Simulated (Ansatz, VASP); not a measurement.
**Zn: VASP beside Ansatz**

```
Zn
1.0
     1.55763   -4.94114    0.00000
     1.55763    4.94114    0.00000
     0.00000    0.00000    4.12232
Zn
4
Direct
  0.09800 0.90200 0.91000
  0.59800 0.40200 0.59000
  0.90200 0.09800 0.09000
  0.40200 0.59800 0.41000
```

Alike in both runs: task single point; functional PBE; k mesh 6 × 6 × 4; occupations gaussian, width 0.1 eV; no spin polarisation.

|  | VASP | Ansatz |
| --- | --- | --- |
| version | VASP 6.6.1 | Ansatz 0.2.0 |
| potentials or method | VASP PAW PBE potentials, release 64 (Zn), cutoff 520 eV | scalar-relativistic, plane waves, PAW |
| valence electrons in the cell | 48 | 48 |

```tsv
	VASP	Ansatz	Ansatz less VASP
gap on the k mesh at the Fermi level (eV)	none	none	-
rms of the force components (eV/Å)	3.702	3.623	-0.0783
```

Atom by atom the forces differ by 0.078 eV/Å (rms over components). A gap of «none» marks a metal or a gap that the smearing closes.

The k mesh is coarse, so the values compare programs but aren't converged.
